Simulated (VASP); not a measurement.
# Al (Fm-3m) in VASP: a series of runs

The runs below take Al through single point, with r2SCAN.

Everything below comes from runs of VASP 6.6.1. Logs are shortened: lines on timing, memory, paths and dates and some standing lists are left out, and cuts for length are marked.

**1. The cell of the first run**

Symmetry: Fm-3m, No. 225, cubic system. The conventional cell has a = 3.993 Å, b = 3.993 Å, c = 3.993 Å, α = 90.00°, β = 90.00°, γ = 90.00°. Al (site symmetry m-3m) has 12 Al at 2.82 Å within 3.7 Å.

**2. Single point, r2SCAN**

Contents of POSCAR:

```
Al
1.0
    0.0000000000      1.9966927595      1.9966927595
    1.9966927595      0.0000000000      1.9966927595
    1.9966927595      1.9966927595      0.0000000000
Al
1
Direct
    0.0000000000      0.0000000000      0.0000000000
```

Contents of INCAR.step1:

```
SYSTEM = Al
ALGO = Normal
EDIFF = 1E-4
ENCUT = 520
GGA = PE
ISMEAR = 0
LASPH = .True.
LCHARG = .False.
LREAL = .False.
LWAVE = .True.
NBANDS = 8
NELM = 100
PREC = Accurate
SIGMA = 0.1
```

Contents of INCAR.step2:

```
SYSTEM = Al
ALGO = Normal
EDIFF = 1E-7
ENCUT = 520
ISIF = 2
ISMEAR = 0
ISTART = 1
LASPH = .True.
LCHARG = .False.
LMIXTAU = .True.
LREAL = .False.
LWAVE = .False.
METAGGA = R2SCAN
NBANDS = 8
NELM = 100
PREC = Accurate
SIGMA = 0.1
```

Contents of KPOINTS:

```
k-points
0
Gamma
  14 14 14
  0 0 0
```

Potentials or basis: VASP PAW PBE potentials, release 64 (Al).

The run is started by

```console
> cat potpaw_PBE.64/Al/POTCAR > POTCAR
> cp INCAR.step1 INCAR
> mpirun -np 1 vasp_std > vasp.out
> cp INCAR.step2 INCAR
> mpirun -np 1 vasp_std > vasp.out
```

OUTCAR:

```text
SYSTEM = Al
   EDIFF = 1E-7
   ENCUT = 520
   ISIF = 2
   ISMEAR = 0
   ISTART = 1
   LASPH = .True.
   LREAL = .False.
   METAGGA = R2SCAN
   NELM = 100
   PREC = Accurate

 ion  position               nearest neighbor table
   1  0.000  0.000  0.000-

  LATTYP: Found a face centered cubic cell.
 ALAT       =     3.9933855190

  Lattice vectors:

 A1 = (   0.0000000000,   1.9966927595,   1.9966927595)
 A2 = (   1.9966927595,   0.0000000000,   1.9966927595)
 A3 = (   1.9966927595,   1.9966927595,   0.0000000000)

Analysis of symmetry for initial positions (statically):
=====================================================================
 Subroutine PRICEL returns:
 Original cell was already a primitive cell.

 Routine SETGRP: Setting up the symmetry group for a
 face centered cubic supercell.

 Subroutine GETGRP returns: Found 48 space group operations
 (whereof 48 operations were pure point group operations)
 out of a pool of 48 trial point group operations.

The static configuration has the point symmetry O_h .

Analysis of symmetry for dynamics (positions and initial velocities):
=====================================================================
 Subroutine PRICEL returns:
 Original cell was already a primitive cell.

 Routine SETGRP: Setting up the symmetry group for a
 face centered cubic supercell.

 Subroutine GETGRP returns: Found 48 space group operations
 (whereof 48 operations were pure point group operations)
 out of a pool of 48 trial point group operations.

The dynamic configuration has the point symmetry O_h .

 Subroutine INISYM returns: Found 48 space group operations
 (whereof 48 operations are pure point group operations),
 and found     1 'primitive' translations

----------------------------------------------------------------------------------------

                                     Primitive cell

  volume of cell :      15.9208

  direct lattice vectors                    reciprocal lattice vectors
     0.000000000  1.996692759  1.996692759    -0.250414090  0.250414090  0.250414090
     1.996692759  0.000000000  1.996692759     0.250414090 -0.250414090  0.250414090
     1.996692759  1.996692759  0.000000000     0.250414090  0.250414090 -0.250414090

  length of vectors
     2.823749980  2.823749980  2.823749980     0.433729926  0.433729926  0.433729926

  position of ions in fractional coordinates (direct lattice)
     0.000000000  0.000000000  0.000000000

  ion indices of the primitive-cell ions
   primitive index   ion index
                 1           1

----------------------------------------------------------------------------------------

 KPOINTS: k-points

Automatic generation of k-mesh.
 Grid dimensions read from file:
 generate k-points for:   14   14   14

 Generating k-lattice:

  Cartesian coordinates                     Fractional coordinates (reciprocal lattice)
    -0.017886721  0.017886721  0.017886721     0.071428571  0.000000000  0.000000000
     0.017886721 -0.017886721  0.017886721     0.000000000  0.071428571  0.000000000
     0.017886721  0.017886721 -0.017886721     0.000000000  0.000000000  0.071428571

  Length of vectors
     0.030980709  0.030980709  0.030980709

  Shift w.r.t. Gamma in fractional coordinates (k-lattice)
     0.000000000  0.000000000  0.000000000

 Subroutine IBZKPT returns following result:
 ===========================================

 Found    104 irreducible k-points:

 Following reciprocal coordinates:
            Coordinates               Weight
  0.000000  0.000000  0.000000      1.000000
  0.071429  0.000000  0.000000      8.000000
  0.142857  0.000000  0.000000      8.000000
  0.214286  0.000000  0.000000      8.000000
  0.285714  0.000000  0.000000      8.000000
  0.357143  0.000000  0.000000      8.000000
[... 16 lines left out ...]
  0.214286  0.142857  0.000000     24.000000
  0.285714  0.142857  0.000000     24.000000
 [... further k-points ...]
   k-points           NKPTS =    104   k-points in BZ     NKDIM =    104   number of bands    NBANDS=      8
   number of dos      NEDOS =    301   number of ions     NIONS =      1
   total plane-waves  NPLWV =  13824
   dimension x,y,z NGX =    24 NGY =   24 NGZ =   24
   dimension x,y,z NGXF=    48 NGYF=   48 NGZF=   48
   ions per type =               1
   NGX,Y,Z   is equivalent  to a cutoff of  14.13, 14.13, 14.13 a.u.
   NGXF,Y,Z  is equivalent  to a cutoff of  28.26, 28.26, 28.26 a.u.
 SYSTEM =  Al
   PREC   = accura    normal or accurate (medium, high low for compatibility)
   ISTART =      1    job   : 0-new  1-cont  2-samecut
   ICHARG =      0    charge: 1-file 2-atom 10-const
   ISPIN  =      1    spin polarized calculation?
   LNONCOLLINEAR =      F non collinear calculations
   LSORBIT =      F    spin-orbit coupling
   LASPH  =      T    aspherical Exc in radial PAW
   ENCUT  =  520.0 eV  38.22 Ry    6.18 a.u.   5.25  5.25  5.25*2*pi/ulx,y,z
   NELM   =    100;   NELMIN=  2; NELMDL=  0     # of ELM steps
   EDIFF  = 0.1E-06   stopping-criterion for ELM
   LREAL  =      F    real-space projection
   EDIFFG = 0.1E-05   stopping-criterion for IOM
   NSW    =      0    number of steps for IOM
   IBRION =     -1    ionic relax: 0-MD 1-quasi-New 2-CG
   NFREE  =      0    steps in history (QN), initial steepest desc. (CG)
   ISIF   =      2    stress and relaxation
   ISYM   =      2    0-nonsym 1-usesym 2-fastsym
   POTIM  = 0.5000    time-step for ionic-motion
   TEBEG  =    0.0;   TEEND  =   0.0 temperature during run
   PSTRESS=    0.0 pullay stress
   NELECT =       3.0000    total number of electrons
   NUPDOWN=      -1.0000    fix difference up-down
   EMIN   =  10.00;   EMAX   =-10.00  energy-range for DOS
   EFERMI =   0.00;   METHOD = LEGACY
   ISMEAR =     0;   SIGMA  =   0.10  broadening in eV -4-tet -1-fermi 0-gaus
   EFERMI_NEDOS =   21; number of points for ismear=-14 and -15
   IALGO  =     38    algorithm
   IMIX   =      4    mixing-type and parameters
     AMIX     =   0.40;   BMIX     =  1.00
     AMIX_MAG =   1.60;   BMIX_MAG =  1.00
  volume/ion in A,a.u.               =      15.92       107.44
  Fermi-wavevector in a.u.,A,eV,Ry     =   0.938557  1.773616 11.985227  0.880889
  Thomas-Fermi vector in A             =   2.065781
   LORBIT       =      0    0 simple, 1 ext, 2 COOP (PROOUT), +10 PAW based schemes
   METAGGA = R2SCAN    functional components
   LHFCALC =     F    Hartree Fock is set to
   AEXX    =    0.0000 exact exchange contribution
   IVDW    =     0    specifies the selected vdW correction
   LEPSILON=     F    determine dielectric tensor
   LRPA    =     F    only Hartree local field effects (RPA)
 non-spin polarized calculation
 Gauss-broadening in eV      SIGMA  =   0.10
  energy-cutoff  :      520.00
  volume of cell :       15.92
 maximum number of plane-waves:       444
 NGX is ok and might be reduce to    24
   NGX = 11   NGY = 11   NGZ = 11

 number of electron       3.0000000 magnetization

 Free energy of the ion-electron system (eV)
  ---------------------------------------------------
  ext. energy  EPLUGINS =         0.00000000
  ---------------------------------------------------
  free energy    TOTEN  =        -6.73434198 eV

  energy without entropy =       -6.73227011  energy(sigma->0) =       -6.73330604

 E-fermi :   8.3792     XC(G=0): -11.0401

 val. band max:        8.2769688293   @ k =  -0.3571   0.4286   0.2143
 cond. band min:       8.3871693600   @ k =   0.5000   0.2857   0.0000
 fundamental gap:      0.1102005307
 Fermi energy:         8.3791524158

 k-point     1 :       0.0000    0.0000    0.0000
  band No.  band energies     occupation
      1      -3.7000      2.00000
      2      21.9193      0.00000
      3      21.9193      0.00000
      4      21.9193      0.00000
      5      24.1140      0.00000
      6      24.1140      0.00000
      7      24.1140      0.00000
      8      26.0150      0.00000

 k-point     2 :       0.0714    0.0000    0.0000
  band No.  band energies     occupation
      1      -3.5491      2.00000
      2      19.7272      0.00000
      3      21.5315      0.00000
      4      21.5315      0.00000
      5      24.6050      0.00000
      6      24.7417      0.00000
      7      24.7417      0.00000
      8      27.6078      0.00000

 k-point     3 :       0.1429    0.0000    0.0000
  band No.  band energies     occupation
      1      -3.0975      2.00000
      2      16.6212      0.00000
      3      20.9178      0.00000
      4      20.9178      0.00000
      5      24.4270      0.00000
      6      25.9517      0.00000
      7      25.9517      0.00000
      8      27.1362      0.00000

 k-point     4 :       0.2143    0.0000    0.0000
  band No.  band energies     occupation
      1      -2.3481      2.00000
      2      13.5823      0.00000
      3      20.4433      0.00000
      4      20.4433      0.00000
      5      24.1475      0.00000
      6      25.2116      0.00000
      7      25.2116      0.00000
      8      27.9866      0.00000

 k-point     5 :       0.2857    0.0000    0.0000
  band No.  band energies     occupation
      1      -1.3057      2.00000
      2      10.7245      0.00000
      3      20.1835      0.00000
      4      20.1835      0.00000
      5      23.8069      0.00000
      6      23.8069      0.00000
      7      23.9865      0.00000
      8      28.1524      0.00000
[... 177 lines left out ...]
 k-point    22 :       0.1429    0.1429    0.0000
  band No.  band energies     occupation
      1      -2.8973      2.00000
      2      18.7329      0.00000
      3      18.7820      0.00000
      4      18.7820      0.00000
      5      22.4983      0.00000
      6      23.3074      0.00000
      7      28.3933      0.00000
      8      28.3933      0.00000

 k-point    23 :       0.2143    0.1429    0.0000
  band No.  band energies     occupation
      1      -2.3481      2.00000
      2      15.9182      0.00000
      3      18.0769      0.00000
      4      19.2703      0.00000
      5      21.3508      0.00000
      6      22.7363      0.00000
      7      28.8772      0.00000
      8      29.2243      0.00000

 k-point    24 :       0.2857    0.1429    0.0000
  band No.  band energies     occupation
      1      -1.5038      2.00000
      2      13.0272      0.00000
      3      17.6222      0.00000
      4      19.0495      0.00000
      5      19.8795      0.00000
      6      24.0935      0.00000
      7      28.1891      0.00000
      8      28.8462      0.00000

 [... further k-points ...]

------------------------ aborting loop because EDIFF is reached ----------------------------------------

  FORCE on cell =-STRESS in cart. coord.  units (eV):
  Direction    XX          YY          ZZ          XY          YZ          ZX
  --------------------------------------------------------------------------------------
  -------------------------------------------------------------------------------------
  Total       -0.0690894     -0.0690894     -0.0690894      0.0000000      0.0000000      0.0000000
  in kB       -6.9527722     -6.9527722     -6.9527722      0.0000000      0.0000000      0.0000000
  external PRESSURE =      -6.9527722 kB  Pullay stress =       0.0000000 kB

 VOLUME and BASIS-vectors are now :
 -----------------------------------------------------------------------------
  energy-cutoff  :      520.00
  volume of cell :       15.92
      direct lattice vectors                 reciprocal lattice vectors
     0.000000000  1.996692759  1.996692759    -0.250414090  0.250414090  0.250414090
     1.996692759  0.000000000  1.996692759     0.250414090 -0.250414090  0.250414090
     1.996692759  1.996692759  0.000000000     0.250414090  0.250414090 -0.250414090

 POSITION                                       TOTAL-FORCE (eV/Angst)
 -----------------------------------------------------------------------------------
      0.00000      0.00000      0.00000         0.000000      0.000000      0.000000
 -----------------------------------------------------------------------------------
    total drift:                                0.000000     -0.000000      0.000000

  FREE ENERGIE OF THE ION-ELECTRON SYSTEM (eV)
  ---------------------------------------------------
  free  energy   TOTEN  =        -6.7343419752 eV

  energy  without entropy=       -6.7322701061  energy(sigma->0) =       -6.73330604
```

Run time: 27 s. Hardware: 1 thread of Intel Xeon Platinum 8488C (Sapphire Rapids), shared host; peak memory 0.13 GiB.

What came out:

```yaml
Free_energy: -6.7343 eV
Pressure: -0.7 GPa
Band_gap_on_the_k_mesh: zero (an odd number of electrons rules out a gap without spin polarisation)
```

Caveat: the PAW data sets were made with another functional, which shifts forces and pressure a little.

(Continued in part 2 of 2.)
